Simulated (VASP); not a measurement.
# Zr in VASP: single point with LDA

Aim: the single point of Zr with LDA.

All numbers are computed with VASP 6.6.1; they aren't measurements. Logs are shortened: lines on timing, memory, paths and dates and some standing lists are left out, and cuts for length are marked.

## 1. The cell of the first run

The cell holds a slab with vacuum, 2 atoms: a = 3.144 Å, b = 3.144 Å, c = 18.547 Å, α = 90.00°, β = 90.00°, γ = 120.00°.

## 2. Single point, LDA

INCAR reads:

```
SYSTEM = Zr
ALGO = Normal
DIPOL = 0.5 0.5 0.500
EDIFF = 1E-6
ENCUT = 400
GGA_COMPAT = .FALSE.
IDIPOL = 3
ISIF = 2
ISMEAR = -1
LASPH = .TRUE.
LCHARG = .FALSE.
LDIPOL = .TRUE.
LREAL = .FALSE.
LWAVE = .FALSE.
NBANDS = 19
NELM = 120
NELMDL = -8
PREC = Accurate
SIGMA = 0.1
```

KPOINTS reads:

```
k-points
0
G
  15 15 1
  0 0 0
```

POSCAR reads:

```
Zr
1.0
    3.1435815868      0.0000000000      0.0000000000
   -1.5717907934      2.7224215131      0.0000000000
    0.0000000000      0.0000000000     18.5467000000
Zr
2
Direct
    0.8333333333      0.1666666667      0.4379715729
    0.1666666667      0.8333333333      0.5620284271
```

Potentials or basis: VASP PAW LDA potentials, release 64 (Zr_sv).

Command:

```console
> cat potpaw_LDA.64/Zr_sv/POTCAR > POTCAR
> mpirun -np 1 vasp_std > vasp.out
```

OUTCAR:

```text
SYSTEM = Zr
   EDIFF = 1E-6
   ENCUT = 400
   ISIF = 2
   ISMEAR = -1
   LASPH = .TRUE.
   LREAL = .FALSE.
   NELM = 120
   NELMDL = -8
   PREC = Accurate

 ion  position               nearest neighbor table
   1  0.833  0.167  0.438-   2 2.93   2 2.93   2 2.93
   2  0.167  0.833  0.562-   1 2.93   1 2.93   1 2.93

  LATTYP: Found a hexagonal cell.
 ALAT       =     3.1435815868
 C/A-ratio  =     5.8998627800

  Lattice vectors:

 A1 = (   3.1435815868,   0.0000000000,   0.0000000000)
 A2 = (  -1.5717907934,   2.7224215131,   0.0000000000)
 A3 = (   0.0000000000,   0.0000000000,  18.5467000000)

Analysis of symmetry for initial positions (statically):
=====================================================================
 Subroutine PRICEL returns:
 Original cell was already a primitive cell.

 Routine SETGRP: Setting up the symmetry group for a
 hexagonal supercell.

 Subroutine GETGRP returns: Found 12 space group operations
 (whereof  4 operations were pure point group operations)
 out of a pool of 24 trial point group operations.

The static configuration has the point symmetry C_2h.
 The point group associated with its full space group is D_3d.

Analysis of symmetry for dynamics (positions and initial velocities):
=====================================================================
 Subroutine PRICEL returns:
 Original cell was already a primitive cell.

 Routine SETGRP: Setting up the symmetry group for a
 hexagonal supercell.

 Subroutine GETGRP returns: Found 12 space group operations
 (whereof  4 operations were pure point group operations)
 out of a pool of 24 trial point group operations.

The dynamic configuration has the point symmetry C_2h.
 The point group associated with its full space group is D_3d.

 Subroutine INISYM returns: Found 12 space group operations
 (whereof  4 operations are pure point group operations),
 and found     1 'primitive' translations

----------------------------------------------------------------------------------------

                                     Primitive cell

  volume of cell :     158.7255

  direct lattice vectors                    reciprocal lattice vectors
     3.143581587  0.000000000  0.000000000     0.318108493  0.183660024  0.000000000
    -1.571790793  2.722421513  0.000000000     0.000000000  0.367320048  0.000000000
     0.000000000  0.000000000 18.546700000     0.000000000  0.000000000  0.053917948

  length of vectors
     3.143581587  3.143581587 18.546700000     0.367320048  0.367320048  0.053917948

  position of ions in fractional coordinates (direct lattice)
     0.833333333  0.166666667  0.437971573
     0.166666667  0.833333333  0.562028427

  ion indices of the primitive-cell ions
   primitive index   ion index
                 1           1
                 2           2

----------------------------------------------------------------------------------------

 KPOINTS: k-points

Automatic generation of k-mesh.
 Grid dimensions read from file:
 generate k-points for:   15   15    1

 Generating k-lattice:

  Cartesian coordinates                     Fractional coordinates (reciprocal lattice)
     0.021207233  0.012244002  0.000000000     0.066666667  0.000000000  0.000000000
     0.000000000  0.024488003  0.000000000     0.000000000  0.066666667  0.000000000
     0.000000000  0.000000000  0.053917948     0.000000000  0.000000000  1.000000000

  Length of vectors
     0.024488003  0.024488003  0.053917948

  Shift w.r.t. Gamma in fractional coordinates (k-lattice)
     0.000000000  0.000000000  0.000000000

 Subroutine IBZKPT returns following result:
 ===========================================

 Found     27 irreducible k-points:

 Following reciprocal coordinates:
            Coordinates               Weight
  0.000000  0.000000  0.000000      1.000000
  0.066667 -0.000000  0.000000      6.000000
  0.133333  0.000000  0.000000      6.000000
  0.200000  0.000000  0.000000      6.000000
  0.266667  0.000000  0.000000      6.000000
  0.333333  0.000000  0.000000      6.000000
[... 16 lines left out ...]
  0.333333  0.200000  0.000000     12.000000
  0.400000  0.200000  0.000000      6.000000
 [... further k-points ...]
   k-points           NKPTS =     27   k-points in BZ     NKDIM =     27   number of bands    NBANDS=     19
   number of dos      NEDOS =    301   number of ions     NIONS =      2
   total plane-waves  NPLWV =  72576
   dimension x,y,z NGX =    24 NGY =   24 NGZ =  126
   dimension x,y,z NGXF=    48 NGYF=   48 NGZF=  252
   ions per type =               2
   NGX,Y,Z   is equivalent  to a cutoff of  12.69, 12.69, 11.29 a.u.
   NGXF,Y,Z  is equivalent  to a cutoff of  25.38, 25.38, 22.59 a.u.
 SYSTEM =  Zr
   PREC   = accura    normal or accurate (medium, high low for compatibility)
   ISTART =      0    job   : 0-new  1-cont  2-samecut
   ICHARG =      2    charge: 1-file 2-atom 10-const
   ISPIN  =      1    spin polarized calculation?
   LNONCOLLINEAR =      F non collinear calculations
   LSORBIT =      F    spin-orbit coupling
   LASPH  =      T    aspherical Exc in radial PAW
   ENCUT  =  400.0 eV  29.40 Ry    5.42 a.u.   5.13  5.13 30.24*2*pi/ulx,y,z
   NELM   =    120;   NELMIN=  2; NELMDL= -8     # of ELM steps
   EDIFF  = 0.1E-05   stopping-criterion for ELM
   LREAL  =      F    real-space projection
   EDIFFG = 0.1E-04   stopping-criterion for IOM
   NSW    =      0    number of steps for IOM
   IBRION =     -1    ionic relax: 0-MD 1-quasi-New 2-CG
   NFREE  =      0    steps in history (QN), initial steepest desc. (CG)
   ISIF   =      2    stress and relaxation
   ISYM   =      2    0-nonsym 1-usesym 2-fastsym
   POTIM  = 0.5000    time-step for ionic-motion
   TEBEG  =    0.0;   TEEND  =   0.0 temperature during run
   PSTRESS=    0.0 pullay stress
   NELECT =      24.0000    total number of electrons
   NUPDOWN=      -1.0000    fix difference up-down
   EMIN   =  10.00;   EMAX   =-10.00  energy-range for DOS
   EFERMI =   0.00;   METHOD = LEGACY
   ISMEAR =    -1;   SIGMA  =   0.10  broadening in eV -4-tet -1-fermi 0-gaus
   EFERMI_NEDOS =   21; number of points for ismear=-14 and -15
   IALGO  =     38    algorithm
   IMIX   =      4    mixing-type and parameters
     AMIX     =   0.40;   BMIX     =  1.00
     AMIX_MAG =   1.60;   BMIX_MAG =  1.00
  volume/ion in A,a.u.               =      79.36       535.57
  Fermi-wavevector in a.u.,A,eV,Ry     =   0.872160  1.648144 10.349457  0.760664
  Thomas-Fermi vector in A             =   1.991370
   LORBIT       =      0    0 simple, 1 ext, 2 COOP (PROOUT), +10 PAW based schemes
   GGA     = CA    functional components
   LHFCALC =     F    Hartree Fock is set to
   AEXX    =    0.0000 exact exchange contribution
   IVDW    =     0    specifies the selected vdW correction
   LEPSILON=     F    determine dielectric tensor
   LRPA    =     F    only Hartree local field effects (RPA)
 non-spin polarized calculation
  energy-cutoff  :      400.00
  volume of cell :      158.73
 maximum number of plane-waves:      2911
 NGX is ok and might be reduce to    24
   NGX = 11   NGY = 11   NGZ = 61

 dipolmoment           0.000000      0.000000      0.000000 electrons x Angstroem

 number of electron      24.0000000 magnetization

 dipolmoment           0.000000      0.000000     -0.000000 electrons x Angstroem

 Free energy of the ion-electron system (eV)
  ---------------------------------------------------
  ext. energy  EPLUGINS =         0.00000000
  ---------------------------------------------------
  free energy    TOTEN  =       -16.76404759 eV

  energy without entropy =      -16.65474803  energy(sigma->0) =      -16.70939781

 E-fermi :  -0.3780     XC(G=0):  -4.2453

 val. band max:       -0.4329753732   @ k =   0.0667   0.0667   0.0000
 cond. band min:      -0.3694102972   @ k =   0.4000   0.0000   0.0000
 fundamental gap:      0.0635650761
 Fermi energy:        -0.3780055433

 k-point     1 :       0.0000    0.0000    0.0000
  band No.  band energies     occupation
      1     -48.9962      2.00000
      2     -48.7977      2.00000
      3     -27.6507      2.00000
      4     -26.7064      2.00000
      5     -26.6820      2.00000
      6     -26.6820      2.00000
[... 11 lines left out ...]
     18       2.8314      0.00000
     19       2.8314      0.00000

 k-point     2 :       0.0667   -0.0000    0.0000
  band No.  band energies     occupation
      1     -48.9892      2.00000
      2     -48.7944      2.00000
      3     -27.6402      2.00000
      4     -26.7820      2.00000
      5     -26.6946      2.00000
      6     -26.6500      2.00000
[... 11 lines left out ...]
     18       2.7027      0.00000
     19       2.7757      0.00000

 k-point     3 :       0.1333    0.0000    0.0000
  band No.  band energies     occupation
      1     -48.9690      2.00000
      2     -48.7853      2.00000
      3     -27.6115      2.00000
      4     -26.9164      2.00000
      5     -26.7293      2.00000
      6     -26.6625      2.00000
[... 11 lines left out ...]
     18       2.4819      0.00000
     19       2.6876      0.00000

 k-point     4 :       0.2000    0.0000    0.0000
  band No.  band energies     occupation
      1     -48.9384      2.00000
      2     -48.7725      2.00000
      3     -27.5742      2.00000
      4     -27.0895      2.00000
      5     -26.7960      2.00000
      6     -26.7786      2.00000
[... 407 lines left out ...]
     18       3.6195      0.00000
     19       5.3058      0.00000

 k-point    23 :       0.3333    0.2000    0.0000
  band No.  band energies     occupation
      1     -48.7974      2.00000
      2     -48.7436      2.00000
      3     -27.5797      2.00000
      4     -27.5061      2.00000
      5     -27.1952      2.00000
      6     -26.9559      2.00000
[... 11 lines left out ...]
     18       3.7248      0.00000
     19       5.8514      0.00000

 k-point    24 :       0.4000    0.2000    0.0000
  band No.  band energies     occupation
      1     -48.7865      2.00000
      2     -48.7460      2.00000
      3     -27.5896      2.00000
      4     -27.5226      2.00000
      5     -27.2007      2.00000
      6     -26.9816      2.00000
[... 11 lines left out ...]
     18       3.6326      0.00000
     19       6.1108      0.00000

 [... further k-points ...]

------------------------ aborting loop because EDIFF is reached ----------------------------------------

 vacuum level on the upper side and lower side of the slab       (xc-potential included)        -0.167        -0.167

  FORCE on cell =-STRESS in cart. coord.  units (eV):
  Direction    XX          YY          ZZ          XY          YZ          ZX
  --------------------------------------------------------------------------------------
  -------------------------------------------------------------------------------------
  Total       -0.6294898     -0.6294898     -0.0551235      0.0000000      0.0000000      0.0000000
  in kB       -6.3540774     -6.3540774     -0.5564176      0.0000000      0.0000000      0.0000000
  external PRESSURE =      -4.4215242 kB  Pullay stress =       0.0000000 kB

 VOLUME and BASIS-vectors are now :
 -----------------------------------------------------------------------------
  energy-cutoff  :      400.00
  volume of cell :      158.73
      direct lattice vectors                 reciprocal lattice vectors
     3.143581587  0.000000000  0.000000000     0.318108493  0.183660024  0.000000000
    -1.571790793  2.722421513  0.000000000     0.000000000  0.367320048  0.000000000
     0.000000000  0.000000000 18.546700000     0.000000000  0.000000000  0.053917948

 POSITION                                       TOTAL-FORCE (eV/Angst)
 -----------------------------------------------------------------------------------
      2.35769      0.45374      8.12293        -0.000000     -0.000000     -0.012193
     -0.78590      2.26868     10.42377         0.000000      0.000000      0.012193
 -----------------------------------------------------------------------------------
    total drift:                               -0.000000     -0.000000     -0.000000

  FREE ENERGIE OF THE ION-ELECTRON SYSTEM (eV)
  ---------------------------------------------------
  free  energy   TOTEN  =       -16.7640475904 eV

  energy  without entropy=      -16.6547480313  energy(sigma->0) =      -16.70939781

 vacuum level on the upper side and lower side of the slab         3.868         3.868
```

It took 3 min on 1 thread of Intel Xeon Platinum 8259CL at 2.50GHz (Skylake/Cascade Lake), shared host; peak memory 0.21 GiB.

What came out:

- Free energy: -16.7640 eV
- Largest force: 0.012 eV/Å
- Band gap on the k mesh: zero (band 12 reaches -0.10 eV, above the bottom of band 13 at -0.78 eV)

Forces on the atoms (eV/Å):
```
Zr   0.000  0.000 -0.012
Zr   0.000  0.000  0.012
```

Levels at points of the mesh, in eV from the Fermi level:
```csv
k point,band 8,band 9,band 10,band 11,band 12,band 13,band 14,band 15,band 16,band 17
"(0.00, 0.00, 0.00)",-26.14,-4.77,-3.46,-0.40,0.27,0.65,0.65,0.93,0.93,1.64
```
